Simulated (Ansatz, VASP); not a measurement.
**HgTe in VASP and in Ansatz**

Contents of POSCAR:

```
HgTe
1.0
   -2.8660221527      2.8660221527      1.7609531926
    2.8660221527     -2.8660221527      1.7609531926
    2.8660221527      2.8660221527     -1.7609531926
Hg Te
1 1
Direct
    0.2500000000      0.7500000000      0.5000000000
    0.0000000000      0.0000000000      0.0000000000
```

The input INCAR.step1:

```
ALGO     = Normal         # electronic algorithm
EDIFF    = 1E-4           # SCF threshold, eV
ENCUT    = 520            # plane-wave cutoff, eV
GGA      = PE             # functional
ISMEAR   = 0              # smearing method
LASPH    = True           # aspherical terms in the spheres
LCHARG   = False          # write CHGCAR
LREAL    = False          # projectors in reciprocal space
LWAVE    = True           # write WAVECAR
NBANDS   = 16             # bands
NELM     = 80             # most SCF steps
PREC     = Accurate       # precision mode
SIGMA    = 0.15           # smearing width, eV
```

The input INCAR.step2:

```
ALGO     = Normal         # electronic algorithm
EDIFF    = 1E-6           # SCF threshold, eV
ENCUT    = 520            # plane-wave cutoff, eV
ISIF     = 2              # what is computed and relaxed
ISMEAR   = 0              # smearing method
ISTART   = 1            
LASPH    = True           # aspherical terms in the spheres
LCHARG   = False          # write CHGCAR
LMIXTAU  = True         
LREAL    = False          # projectors in reciprocal space
LWAVE    = False          # write WAVECAR
METAGGA  = R2SCAN         # meta-GGA
NBANDS   = 16             # bands
NELM     = 80             # most SCF steps
PREC     = Accurate       # precision mode
SIGMA    = 0.15           # smearing width, eV
```

The input KPOINTS:

```
k-points
0
Gamma
  18 18 18
```

Input for Ansatz:

```yaml
crystal:
  lattice:
    - [-2.8660221527, 2.8660221527, 1.7609531926]
    - [2.8660221527, -2.8660221527, 1.7609531926]
    - [2.8660221527, 2.8660221527, -1.7609531926]
  atoms:
    - { symbol: Hg, position: [0.25, 0.75, 0.5] }
    - { symbol: Te, position: [0.0, 0.0, 0.0] }
basis:
  ecutwfc: 500
kpoints:
  mp_grid: { grid: [18, 18, 18] }
hamiltonian:
  xc: r2scan
scf:
  occupations: { method: gaussian, width: 0.15 }
output:
  forces: true
  stress: true
  eigenvalues: true
```

Alike in both runs: task single point; functional r2SCAN; k mesh 18 × 18 × 18; occupations gaussian, width 0.15 eV; no spin polarisation.

|  | VASP | Ansatz |
| --- | --- | --- |
| version | VASP 6.6.1 | Ansatz 0.2.0 |
| potentials or method | VASP PAW PBE potentials, release 64 (Hg, Te), cutoff 520 eV | scalar-relativistic, plane waves, PAW |
| valence electrons in the cell | 18 | 36 |

```csv
,VASP,Ansatz,Ansatz less VASP
gap on the k mesh at the Fermi level (eV),none,none,-
pressure (GPa),-0.5,-0.6,-0.11
"traceless stress, the component that is largest in VASP (GPa)",-0.98,-0.88,+0.100
```

VASP's potentials were made for PBE, not for r2SCAN. A gap of «none» marks a metal or a gap that the smearing closes. VASP's potentials hold 18 valence electrons a cell and Ansatz's 36, so a difference there can come from the potentials and not from the codes.

Neither program's run includes spin-orbit coupling.
